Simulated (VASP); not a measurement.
# CuO (P4_2/mmc) in VASP: notebook

Runs on CuO. Level: PBE. Tasks: single point.

Everything below comes from runs of VASP 6.6.1. Logs are shortened: lines on timing, memory, paths and dates and some standing lists are left out, and cuts for length are marked.

## (1) The cell of the first run

It takes space group P4_2/mmc (No. 131, tetragonal). Conventional cell: a = 2.946 Å, b = 2.946 Å, c = 5.157 Å, α = 90.00°, β = 90.00°, γ = 90.00°. Cu (site symmetry mmm) has 4 O at 1.96 Å within 2.6 Å. O (site symmetry -4m2) has 4 Cu at 1.96 Å and 2 O at 2.58 Å within 2.6 Å.

## (2) Single point, PBE

The input, INCAR:

```
SYSTEM = CuO
ALGO     = Normal         ! electronic algorithm
EDIFF    = 1E-6           ! SCF threshold, eV
ENCUT    = 520            ! plane-wave cutoff, eV
GGA      = PE             ! functional
ISIF     = 2              ! what is computed and relaxed
ISMEAR   = -1             ! smearing method
LASPH    = .TRUE.         ! aspherical terms in the spheres
LCHARG   = .TRUE.         ! write CHGCAR
LELF     = .TRUE.         ! ELF
LREAL    = .FALSE.        ! projectors in reciprocal space
LVHAR    = .TRUE.       
LWAVE    = .FALSE.        ! write WAVECAR
NBANDS   = 25             ! bands
NELM     = 80             ! most SCF steps
PREC     = Accurate       ! precision mode
SIGMA    = 0.05           ! smearing width, eV
```

The input, KPOINTS:

```
k-points
0
G
  8 8 6
  0 0 0
```

The input, POSCAR:

```
CuO
1.0
    2.9461145432      0.0000000000      0.0000000000
    0.0000000000      2.9461145432      0.0000000000
    0.0000000000      0.0000000000      5.1566338920
Cu O
2 2
Direct
    0.0000000000      0.5000000000      0.0000000000
    0.5000000000      0.0000000000      0.5000000000
    0.0000000000      0.0000000000      0.2500000000
    0.0000000000      0.0000000000      0.7500000000
```

Potentials or basis: VASP PAW PBE potentials, release 64 (Cu, O).

Launch:

```
$ cat potpaw_PBE.64/Cu/POTCAR potpaw_PBE.64/O/POTCAR > POTCAR
$ mpirun -np 1 vasp_std > vasp.out
```

OUTCAR:

```text
SYSTEM = CuO
   EDIFF = 1E-6
   ENCUT = 520
   GGA = PE
   ISIF = 2
   ISMEAR = -1
   LASPH = .TRUE.
   LREAL = .FALSE.
   NELM = 80
   PREC = Accurate

 ion  position               nearest neighbor table
   1  0.000  0.500  0.000-   3 1.96   4 1.96   3 1.96   4 1.96
   2  0.500  0.000  0.500-   3 1.96   4 1.96   3 1.96   4 1.96
   3  0.000  0.000  0.250-   1 1.96   2 1.96   1 1.96   2 1.96
   4  0.000  0.000  0.750-   1 1.96   2 1.96   1 1.96   2 1.96

  LATTYP: Found a simple tetragonal cell.
 ALAT       =     2.9461145432
 C/A-ratio  =     1.7503168381

  Lattice vectors:

 A1 = (   2.9461145432,   0.0000000000,   0.0000000000)
 A2 = (   0.0000000000,   2.9461145432,   0.0000000000)
 A3 = (   0.0000000000,   0.0000000000,   5.1566338920)

Analysis of symmetry for initial positions (statically):
=====================================================================
 Subroutine PRICEL returns:
 Original cell was already a primitive cell.

 Routine SETGRP: Setting up the symmetry group for a
 simple tetragonal supercell.

 Subroutine GETGRP returns: Found 16 space group operations
 (whereof  8 operations were pure point group operations)
 out of a pool of 16 trial point group operations.

The static configuration has the point symmetry D_2h.
 The point group associated with its full space group is D_4h.

Analysis of symmetry for dynamics (positions and initial velocities):
=====================================================================
 Subroutine PRICEL returns:
 Original cell was already a primitive cell.

 Routine SETGRP: Setting up the symmetry group for a
 simple tetragonal supercell.

 Subroutine GETGRP returns: Found 16 space group operations
 (whereof  8 operations were pure point group operations)
 out of a pool of 16 trial point group operations.

The dynamic configuration has the point symmetry D_2h.
 The point group associated with its full space group is D_4h.

 Subroutine INISYM returns: Found 16 space group operations
 (whereof  8 operations are pure point group operations),
 and found     1 'primitive' translations

----------------------------------------------------------------------------------------

                                     Primitive cell

  volume of cell :      44.7575

  direct lattice vectors                    reciprocal lattice vectors
     2.946114543  0.000000000  0.000000000     0.339430116  0.000000000  0.000000000
     0.000000000  2.946114543  0.000000000     0.000000000  0.339430116  0.000000000
     0.000000000  0.000000000  5.156633892     0.000000000  0.000000000  0.193924956

  length of vectors
     2.946114543  2.946114543  5.156633892     0.339430116  0.339430116  0.193924956

  position of ions in fractional coordinates (direct lattice)
     0.000000000  0.500000000  0.000000000
     0.500000000  0.000000000  0.500000000
     0.000000000  0.000000000  0.250000000
     0.000000000  0.000000000  0.750000000

  ion indices of the primitive-cell ions
   primitive index   ion index
                 1           1
                 2           2
                 3           3
                 4           4

----------------------------------------------------------------------------------------

 KPOINTS: k-points

Automatic generation of k-mesh.
 Grid dimensions read from file:
 generate k-points for:    8    8    6

 Generating k-lattice:

  Cartesian coordinates                     Fractional coordinates (reciprocal lattice)
     0.042428764  0.000000000  0.000000000     0.125000000  0.000000000  0.000000000
     0.000000000  0.042428764  0.000000000     0.000000000  0.125000000  0.000000000
     0.000000000  0.000000000  0.032320826     0.000000000  0.000000000  0.166666667

  Length of vectors
     0.042428764  0.042428764  0.032320826

  Shift w.r.t. Gamma in fractional coordinates (k-lattice)
     0.000000000  0.000000000  0.000000000

 Subroutine IBZKPT returns following result:
 ===========================================

 Found     60 irreducible k-points:

 Following reciprocal coordinates:
            Coordinates               Weight
  0.000000  0.000000  0.000000      1.000000
  0.125000  0.000000  0.000000      4.000000
  0.250000  0.000000  0.000000      4.000000
  0.375000  0.000000  0.000000      4.000000
  0.500000  0.000000  0.000000      2.000000
  0.125000  0.125000  0.000000      4.000000
[... 16 lines left out ...]
  0.375000  0.125000  0.166667     16.000000
  0.500000  0.125000  0.166667      8.000000
 [... further k-points ...]
   k-points           NKPTS =     60   k-points in BZ     NKDIM =     60   number of bands    NBANDS=     25
   number of dos      NEDOS =    301   number of ions     NIONS =      4
   total plane-waves  NPLWV =  23040
   dimension x,y,z NGX =    24 NGY =   24 NGZ =   40
   dimension x,y,z NGXF=    48 NGYF=   48 NGZF=   80
   ions per type =               2   2
   NGX,Y,Z   is equivalent  to a cutoff of  13.54, 13.54, 12.90 a.u.
   NGXF,Y,Z  is equivalent  to a cutoff of  27.09, 27.09, 25.79 a.u.
 SYSTEM =  CuO
   PREC   = accura    normal or accurate (medium, high low for compatibility)
   ISTART =      0    job   : 0-new  1-cont  2-samecut
   ICHARG =      2    charge: 1-file 2-atom 10-const
   ISPIN  =      1    spin polarized calculation?
   LNONCOLLINEAR =      F non collinear calculations
   LSORBIT =      F    spin-orbit coupling
   LASPH  =      T    aspherical Exc in radial PAW
   ENCUT  =  520.0 eV  38.22 Ry    6.18 a.u.   5.48  5.48  9.59*2*pi/ulx,y,z
   NELM   =     80;   NELMIN=  2; NELMDL= -5     # of ELM steps
   EDIFF  = 0.1E-05   stopping-criterion for ELM
   LREAL  =      F    real-space projection
   EDIFFG = 0.1E-04   stopping-criterion for IOM
   NSW    =      0    number of steps for IOM
   IBRION =     -1    ionic relax: 0-MD 1-quasi-New 2-CG
   NFREE  =      0    steps in history (QN), initial steepest desc. (CG)
   ISIF   =      2    stress and relaxation
   ISYM   =      2    0-nonsym 1-usesym 2-fastsym
   POTIM  = 0.5000    time-step for ionic-motion
   TEBEG  =    0.0;   TEEND  =   0.0 temperature during run
   PSTRESS=    0.0 pullay stress
   NELECT =      34.0000    total number of electrons
   NUPDOWN=      -1.0000    fix difference up-down
   EMIN   =  10.00;   EMAX   =-10.00  energy-range for DOS
   EFERMI =   0.00;   METHOD = LEGACY
   ISMEAR =    -1;   SIGMA  =   0.05  broadening in eV -4-tet -1-fermi 0-gaus
   EFERMI_NEDOS =   21; number of points for ismear=-14 and -15
   IALGO  =     38    algorithm
   IMIX   =      4    mixing-type and parameters
     AMIX     =   0.40;   BMIX     =  1.00
     AMIX_MAG =   1.60;   BMIX_MAG =  1.00
  volume/ion in A,a.u.               =      11.19        75.51
  Fermi-wavevector in a.u.,A,eV,Ry     =   1.493755  2.822787 30.358722  2.231303
  Thomas-Fermi vector in A             =   2.606115
   LORBIT       =      0    0 simple, 1 ext, 2 COOP (PROOUT), +10 PAW based schemes
   GGA     = PE    functional components
   LHFCALC =     F    Hartree Fock is set to
   AEXX    =    0.0000 exact exchange contribution
   IVDW    =     0    specifies the selected vdW correction
   LEPSILON=     F    determine dielectric tensor
   LRPA    =     F    only Hartree local field effects (RPA)
 non-spin polarized calculation
  energy-cutoff  :      520.00
  volume of cell :       44.76
 maximum number of plane-waves:      1236
 NGX is ok and might be reduce to    24
   NGX = 11   NGY = 11   NGZ = 19

 number of electron      34.0000017 magnetization

 Free energy of the ion-electron system (eV)
  ---------------------------------------------------
  ext. energy  EPLUGINS =         0.00000000
  ---------------------------------------------------
  free energy    TOTEN  =       -19.73937529 eV

  energy without entropy =      -19.72246810  energy(sigma->0) =      -19.73092170

 E-fermi :   4.7781     XC(G=0): -11.2616

 val. band max:        4.7134122552   @ k =   0.3750   0.0000   0.1667
 cond. band min:       4.7895342812   @ k =   0.1250   0.1250   0.3333
 fundamental gap:      0.0761220260
 Fermi energy:         4.7780603322

 k-point     1 :       0.0000    0.0000    0.0000
  band No.  band energies     occupation
      1     -14.9406      2.00000
      2     -13.6517      2.00000
      3      -3.2338      2.00000
      4      -0.5886      2.00000
      5      -0.5886      2.00000
      6       1.0904      2.00000
[... 17 lines left out ...]
     24      19.1982      0.00000
     25      19.5039      0.00000

 k-point     2 :       0.1250    0.0000    0.0000
  band No.  band energies     occupation
      1     -14.8626      2.00000
      2     -13.6280      2.00000
      3      -3.0945      2.00000
      4      -0.6565      2.00000
      5      -0.5489      2.00000
      6       0.3178      2.00000
[... 17 lines left out ...]
     24      19.4362      0.00000
     25      19.5701      0.00000

 k-point     3 :       0.2500    0.0000    0.0000
  band No.  band energies     occupation
      1     -14.6655      2.00000
      2     -13.5703      2.00000
      3      -2.7370      2.00000
      4      -0.8950      2.00000
      5      -0.7597      2.00000
      6      -0.4500      2.00000
[... 17 lines left out ...]
     24      19.2819      0.00000
     25      19.6770      0.00000

 k-point     4 :       0.3750    0.0000    0.0000
  band No.  band energies     occupation
      1     -14.4550      2.00000
      2     -13.5117      2.00000
      3      -2.3451      2.00000
      4      -1.8464      2.00000
      5      -0.7591      2.00000
      6      -0.3465      2.00000
[... 17 lines left out ...]
     24      18.0933      0.00000
     25      19.4706      0.00000
[... 477 lines left out ...]
 k-point    22 :       0.2500    0.1250    0.1667
  band No.  band energies     occupation
      1     -14.5312      2.00000
      2     -13.6306      2.00000
      3      -2.4059      2.00000
      4      -0.9272      2.00000
      5      -0.6420      2.00000
      6      -0.5251      2.00000
[... 17 lines left out ...]
     24      17.8533      0.00000
     25      19.5561      0.00000

 k-point    23 :       0.3750    0.1250    0.1667
  band No.  band energies     occupation
      1     -14.3344      2.00000
      2     -13.5577      2.00000
      3      -2.0630      2.00000
      4      -1.7305      2.00000
      5      -0.7256      2.00000
      6      -0.5027      2.00000
[... 17 lines left out ...]
     24      18.2154      0.00000
     25      18.8795      0.00000

 k-point    24 :       0.5000    0.1250    0.1667
  band No.  band energies     occupation
      1     -14.2499      2.00000
      2     -13.5259      2.00000
      3      -2.0833      2.00000
      4      -1.8857      2.00000
      5      -0.6721      2.00000
      6      -0.5415      2.00000
[... 17 lines left out ...]
     24      18.3513      0.00000
     25      18.3945      0.00000

 [... further k-points ...]
[... 5 lines left out ...]
  --------------------------------------------------------------------------------------
  -------------------------------------------------------------------------------------
  Total        0.1575852      0.1575852      0.2773847      0.0000000      0.0000000      0.0000000
  in kB        5.6410557      5.6410557      9.9295031      0.0000000      0.0000000      0.0000000
  external PRESSURE =       7.0705382 kB  Pullay stress =       0.0000000 kB

 VOLUME and BASIS-vectors are now :
 -----------------------------------------------------------------------------
  energy-cutoff  :      520.00
  volume of cell :       44.76
      direct lattice vectors                 reciprocal lattice vectors
     2.946114543  0.000000000  0.000000000     0.339430116  0.000000000  0.000000000
     0.000000000  2.946114543  0.000000000     0.000000000  0.339430116  0.000000000
     0.000000000  0.000000000  5.156633892     0.000000000  0.000000000  0.193924956

 POSITION                                       TOTAL-FORCE (eV/Angst)
 -----------------------------------------------------------------------------------
      0.00000      1.47306      0.00000         0.000000      0.000000     -0.000000
      1.47306      0.00000      2.57832         0.000000      0.000000     -0.000000
      0.00000      0.00000      1.28916         0.000000     -0.000000     -0.000000
      0.00000      0.00000      3.86748         0.000000      0.000000      0.000000
 -----------------------------------------------------------------------------------
    total drift:                                0.000000      0.000000     -0.000000

  FREE ENERGIE OF THE ION-ELECTRON SYSTEM (eV)
  ---------------------------------------------------
  free  energy   TOTEN  =       -19.7393752928 eV

  energy  without entropy=      -19.7224680977  energy(sigma->0) =      -19.73092170
```

Run time: 42 s. Hardware: 1 thread of Intel Xeon Platinum 8559C (Emerald Rapids), shared host; peak memory 0.19 GiB.

What came out:

```yaml
Free_energy: -19.7394 eV
Pressure: 0.7 GPa
Band_gap_on_the_k_mesh: zero (band 17 reaches 5.44 eV, above the bottom of band 18 at 4.25 eV)
```

Stress tensor (GPa, compression positive):
```
0.56 0.00 0.00
0.00 0.56 0.00
0.00 0.00 0.99
```

Levels at points of the mesh, in eV from the Fermi level:
| k point | band 15 | band 16 | band 17 | band 18 | band 19 | band 20 |
| --- | --- | --- | --- | --- | --- | --- |
| (0.00, 0.00, 0.00) | -2.28 | -1.90 | 0.66 | 0.66 | 1.38 | 6.09 |
| (0.50, 0.00, 0.00) | -1.58 | -1.49 | 0.20 | 0.46 | 3.73 | 5.83 |
| (0.50, 0.50, 0.00) | -1.62 | -1.21 | -1.21 | 1.10 | 2.17 | 7.19 |
| (0.00, 0.00, 0.50) | -1.55 | -1.55 | 0.10 | 0.10 | 3.45 | 3.45 |
| (0.50, 0.00, 0.50) | -2.02 | -1.82 | -0.19 | 0.66 | 4.33 | 5.84 |
| (0.50, 0.50, 0.50) | -1.42 | -1.42 | -0.52 | -0.52 | 4.01 | 4.01 |

Caveat: semilocal functionals often make such compounds metallic where correlation or magnetic order opens a gap, which also shifts bond lengths. With open d or f shells a metallic result of PBE can be an artefact of self-interaction; +U or a hybrid may open a gap.

## (3) Single point, PBE

This run uses another cell than the first one, of 11.72 Å³/atom, 1.048 times its volume.

The input, INCAR:

```
SYSTEM = CuO
PREC = Accurate ; ENCUT = 520
EDIFF = 1E-6 ; ISMEAR = -1
SIGMA = 0.05 ; LREAL = .FALSE.
LASPH = .TRUE. ; NELM = 100
ALGO = Normal ; ISIF = 2
LWAVE = .FALSE. ; LCHARG = .FALSE.
GGA = PE ; NBANDS = 25
```

The input, KPOINTS:

```
regular mesh
0
G
  8 8 6
  0 0 0
```

The input, POSCAR:

```
CuO
1.0
    3.3521935935      0.0000000000      0.0000000000
    0.0000000000      3.3521935935      0.0000000000
    0.0000000000      0.0000000000      4.1734888825
Cu O
2 2
Direct
    0.0000000000      0.5000000000      0.0000000000
    0.5000000000      0.0000000000      0.5000000000
    0.0000000000      0.0000000000      0.2500000000
    0.0000000000      0.0000000000      0.7500000000
```

Potentials or basis: VASP PAW PBE potentials, release 64 (Cu, O).

Launch:

```
$ cat potpaw_PBE.64/Cu/POTCAR potpaw_PBE.64/O/POTCAR > POTCAR
$ mpirun -np 1 vasp_std > vasp.out
```

It took 68 s on 1 thread of Intel Xeon Platinum 8488C (Sapphire Rapids), shared host; peak memory 0.2 GiB.

It converged, with:

| Quantity | Value |
| --- | --- |
| Free energy | -18.2531 eV |
| Pressure | 5.9 GPa |
| Band gap on the k mesh | zero (band 17 reaches 5.42 eV, above the bottom of band 18 at 3.55 eV) |

Stress tensor (GPa, compression positive):
```
-7.83  0.00  0.00
 0.00 -7.83  0.00
 0.00  0.00 33.42
```

Levels at points of the mesh, in eV from the Fermi level:
| k point | band 15 | band 16 | band 17 | band 18 | band 19 | band 20 |
| --- | --- | --- | --- | --- | --- | --- |
| (0.00, 0.00, 0.00) | -1.35 | 0.45 | 0.57 | 0.71 | 0.71 | 6.20 |
| (0.50, 0.00, 0.00) | -1.88 | -1.88 | 0.59 | 1.02 | 3.83 | 4.29 |
| (0.50, 0.50, 0.00) | -1.88 | -1.61 | -1.61 | 0.52 | 1.41 | 8.31 |
| (0.00, 0.00, 0.50) | -1.76 | -1.76 | -0.06 | -0.06 | 2.29 | 2.29 |
| (0.50, 0.00, 0.50) | -1.99 | -1.92 | -0.74 | 0.46 | 3.85 | 5.31 |
| (0.50, 0.50, 0.50) | -1.73 | -1.73 | -1.19 | -1.19 | 3.43 | 3.43 |

Caveat: semilocal functionals often make such compounds metallic where correlation or magnetic order opens a gap, which also shifts bond lengths.

## (4) Single point, PBE

This run uses another cell than the first one, of 11.97 Å³/atom, 1.070 times its volume.

The input, INCAR:

```
ALGO = Normal
EDIFF = 1E-7
ENCUT = 520
GGA = PE
ISIF = 2
ISMEAR = -1
LASPH = T
LCHARG = F
LREAL = F
LWAVE = F
NBANDS = 25
NELM = 100
PREC = Accurate
SIGMA = 0.05
```

The input, KPOINTS:

```
k-points
0
Gamma
  8 8 6
```

The input, POSCAR:

```
CuO
1.0
    3.3758013685      0.0000000000      0.0000000000
    0.0000000000      3.3758013685      0.0000000000
    0.0000000000      0.0000000000      4.2028806177
Cu O
2 2
Direct
    0.0000000000      0.5000000000      0.0000000000
    0.5000000000      0.0000000000      0.5000000000
    0.0000000000      0.0000000000      0.2500000000
    0.0000000000      0.0000000000      0.7500000000
```

Launch:

```
$ cat potpaw_PBE.64/Cu/POTCAR potpaw_PBE.64/O/POTCAR > POTCAR
$ mpirun -np 1 vasp_std > vasp.out
```

It took 87 s on 1 thread of Intel Xeon Platinum 8488C (Sapphire Rapids), shared host; peak memory 0.2 GiB.

The run converged. Its results:

```yaml
Free_energy: -18.2816 eV
Pressure: 2.8 GPa
Band_gap_on_the_k_mesh: zero (band 17 reaches 5.15 eV, above the bottom of band 18 at 3.30 eV)
```

Stress tensor (GPa, compression positive):
```
-10.24   0.00   0.00
  0.00 -10.24   0.00
  0.00   0.00  28.96
```

Levels at points of the mesh, in eV from the Fermi level:
```csv
k point,band 13,band 14,band 15,band 16,band 17,band 18,band 19,band 20,band 21,band 22
"(0.00, 0.00, 0.00)",-2.38,-2.35,-1.32,0.45,0.54,0.69,0.69,6.17,7.45,9.67
"(0.50, 0.00, 0.00)",-2.45,-1.89,-1.83,-1.83,0.58,1.00,3.82,4.23,6.56,9.94
"(0.50, 0.50, 0.00)",-2.35,-2.19,-1.86,-1.57,-1.57,0.63,1.38,8.17,8.17,8.94
"(0.00, 0.00, 0.50)",-2.01,-2.01,-1.72,-1.72,-0.05,-0.05,2.28,2.28,9.95,9.95
"(0.50, 0.00, 0.50)",-2.46,-2.27,-1.94,-1.87,-0.74,0.45,3.87,5.26,6.14,6.15
"(0.50, 0.50, 0.50)",-1.88,-1.88,-1.68,-1.68,-1.17,-1.17,3.48,3.48,8.65,8.65
```

Caveat: semilocal functionals often make such compounds metallic where correlation or magnetic order opens a gap, which also shifts bond lengths. With open d or f shells a metallic result of PBE can be an artefact of self-interaction; +U or a hybrid may open a gap.

(Part 1 of 2 ends here.)
